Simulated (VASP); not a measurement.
TaN, 4 atoms in the cell. The structure is hexagonal, space group P6_3mc (No. 186). Conventional cell: a = 3.122 Å, b = 3.122 Å, c = 6.092 Å, α = 90.00°, β = 90.00°, γ = 120.00°. Within 2.6 Å of Ta (site symmetry 3m) lie 4 N at 1.97 to 2.10 Å. N (site symmetry 3m) has 4 Ta at 1.97 to 2.10 Å within 2.6 Å. 

```yaml
Program: VASP 6.6.1
Task: relaxation of cell and atoms
Functional: PBE
Dispersion: D3(BJ)
Potentials_or_basis: VASP PAW PBE potentials, release 64 (Ta_pv, N)
Cutoff: 600 eV
k_mesh: 18 × 18 × 8
Occupations: gaussian, width 0.1 eV
Spin: no spin polarisation
Dipole_correction: no
Further_INCAR_settings: ALGO = Normal; EDIFF = 1e-06; IBRION = 2; EDIFFG = -0.005; NSW = 100; ISIF = 3
```

Potentials or basis: VASP PAW PBE potentials, release 64 (Ta_pv, N).

Run with:

```sh
$ cat potpaw_PBE.64/Ta_pv/POTCAR potpaw_PBE.64/N/POTCAR > POTCAR
$ mpirun -np 1 vasp_std > vasp.out
```

Hardware: 1 thread of Intel Xeon 8259CL (shared host).

Problem. Estimate the wall time of this run.

Solution. Wall time 23 min on 1 thread of Intel Xeon 8259CL, on a shared host, peak memory 0.37 GiB. Counts: scf iterations 51, k points 185, ion steps 8.
